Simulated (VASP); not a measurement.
Wanted: the native input for a VASP 6.6.1 run.

```
Task                               : single point
Functional                         : r2SCAN50
Potentials or basis                : VASP PAW PBE potentials, release 64 (Br, K_sv)
Cutoff                             : 520 eV
k mesh                             : 4 × 4 × 4
Occupations                        : fermi-dirac, width 0.05 eV
Spin                               : no spin polarisation
Dipole correction                  : no
Grid for exact exchange (PRECFOCK) : Normal
Further INCAR settings             : ALGO = Normal; EDIFF = 1e-06; NBANDS = 15
Share of exact exchange            : 0.5
```

The system is KBr.

```xyz
2
Lattice="0.0000 3.3000 3.3000 3.3000 0.0000 3.3000 3.3000 3.3000 0.0000" Properties=species:S:1:pos:R:3 pbc="T T T"
Br    3.3000    3.3000    3.3000
K     0.0000    0.0000    0.0000
```

These files were run (other wordings do the same):

POSCAR

```
KBr
1.0
    0.0000000000      3.3000000000      3.3000000000
    3.3000000000      0.0000000000      3.3000000000
    3.3000000000      3.3000000000      0.0000000000
Br K
1 1
Direct
    0.5000000000      0.5000000000      0.5000000000
    0.0000000000      0.0000000000      0.0000000000
```

INCAR.step1

```
SYSTEM = KBr
ALGO     = Normal         ! electronic algorithm
EDIFF    = 1E-5           ! SCF threshold, eV
ENCUT    = 520            ! plane-wave cutoff, eV
GGA      = PE             ! functional
ISIF     = 2              ! what is computed and relaxed
ISMEAR   = -1             ! smearing method
LASPH    = .True.         ! aspherical terms in the spheres
LCHARG   = .False.        ! write CHGCAR
LREAL    = .False.        ! projectors in reciprocal space
LWAVE    = .True.         ! write WAVECAR
NBANDS   = 15             ! bands
NELM     = 80             ! most SCF steps
PREC     = Accurate       ! precision mode
SIGMA    = 0.05           ! smearing width, eV
```

INCAR.step2

```
SYSTEM = KBr
AEXX     = 0.5            ! exact-exchange fraction
ALGO     = Normal         ! electronic algorithm
EDIFF    = 1E-6           ! SCF threshold, eV
ENCUT    = 520            ! plane-wave cutoff, eV
ISIF     = 2              ! what is computed and relaxed
ISMEAR   = -1             ! smearing method
ISTART   = 1            
LASPH    = .True.         ! aspherical terms in the spheres
LCHARG   = .False.        ! write CHGCAR
LHFCALC  = .True.         ! exact exchange
LMIXTAU  = .True.       
LREAL    = .False.        ! projectors in reciprocal space
LWAVE    = .False.        ! write WAVECAR
METAGGA  = R2SCAN         ! meta-GGA
NBANDS   = 15             ! bands
NELM     = 80             ! most SCF steps
PREC     = Accurate       ! precision mode
PRECFOCK = Normal       
SIGMA    = 0.05           ! smearing width, eV
```

KPOINTS

```
k-points
0
Gamma
  4 4 4
  0 0 0
```

Potentials or basis: VASP PAW PBE potentials, release 64 (Br, K_sv).

Command:

```sh
$ cat potpaw_PBE.64/Br/POTCAR potpaw_PBE.64/K_sv/POTCAR > POTCAR
$ cp INCAR.step1 INCAR
$ mpirun -np 1 vasp_std > vasp.out
$ cp INCAR.step2 INCAR
$ mpirun -np 1 vasp_std > vasp.out
```

It gave:

| Property | Result |
| --- | --- |
| Pressure | -0.2 GPa |
| Band gap on the k mesh | 8.27 eV |

Caveat: the PAW data sets were made with another functional, which shifts forces and pressure a little.

It took 9 min on 1 thread of Intel(R) Xeon(R) Platinum 8259CL CPU @ 2.50GHz (Skylake/Cascade Lake), on a shared host, peak memory 0.23 GiB.
